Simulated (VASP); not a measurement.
Crystal: BN.

```
B N
1.0
     0.00000    1.74583    1.74583
     1.74583    0.00000    1.74583
     1.74583    1.74583    0.00000
B N
1 1
Direct
  0.00000 0.00000 0.00000
  0.50000 0.50000 0.50000
```

Base run:

```yaml
Program: VASP 6.6.1
Functional: PBE
Potentials_or_basis: VASP PAW PBE potentials, release 64 (B, N)
Cutoff: 600 eV
k_mesh: 8 × 8 × 8
Occupations: methfessel-paxton, width 0.05 eV
Spin: no spin polarisation
```

Its results: band gap on the k mesh 1.33 eV, indirect (least direct gap 5.85 eV); pressure 3.6 GPa.

Task: The run is repeated on the same cell with these changes: k mesh from 8 × 8 × 8 to 4 × 4 × 4; occupations from methfessel-paxton, width 0.05 eV to gaussian, width 0.01 eV. What comes out?

Result: Band gap on the k mesh 1.81 eV, indirect (least direct gap 5.75 eV); pressure 3.4 GPa.

Caveats: some runs use coarse meshes.

A k mesh can miss the band edges.
